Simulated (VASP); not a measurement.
Here is a VASP 6.6.1 calculation.

File INCAR:

```
SYSTEM = AlN
PREC = Accurate
ENCUT = 520
EDIFF = 1E-8
ISMEAR = -1
SIGMA = 0.01
LREAL = .False.
LASPH = .True.
NELM = 80
ALGO = Normal
ISIF = 2
LWAVE = .False.
LCHARG = .False.
LEFG = .True.
NBANDS = 11
```

The input KPOINTS:

```
Automatic mesh
0
Gamma
  12 12 12
  0 0 0
```

Contents of POSCAR:

```
AlN
1.0
    0.0000000000      1.9512669932      1.9512669932
    1.9512669932      0.0000000000      1.9512669932
    1.9512669932      1.9512669932      0.0000000000
Al N
1 1
Direct
    0.0000000000      0.0000000000      0.0000000000
    0.5000000000      0.5000000000      0.5000000000
```

Potentials or basis: VASP PAW LDA potentials, release 64 (Al, N).

Run with:

```bash
$ cat potpaw_LDA.64/Al/POTCAR potpaw_LDA.64/N/POTCAR > POTCAR
$ mpirun -np 1 vasp_std > vasp.out
```

Estimate the band gap on the k mesh.

4.98 eV, indirect (least direct gap 7.39 eV).

Estimate the pressure.

27.7 GPa.

Caveat: without QUAD_EFG the Cq values of the log hold for a quadrupole moment of 1 mb, not for the nuclei. A k mesh can miss the band edges.
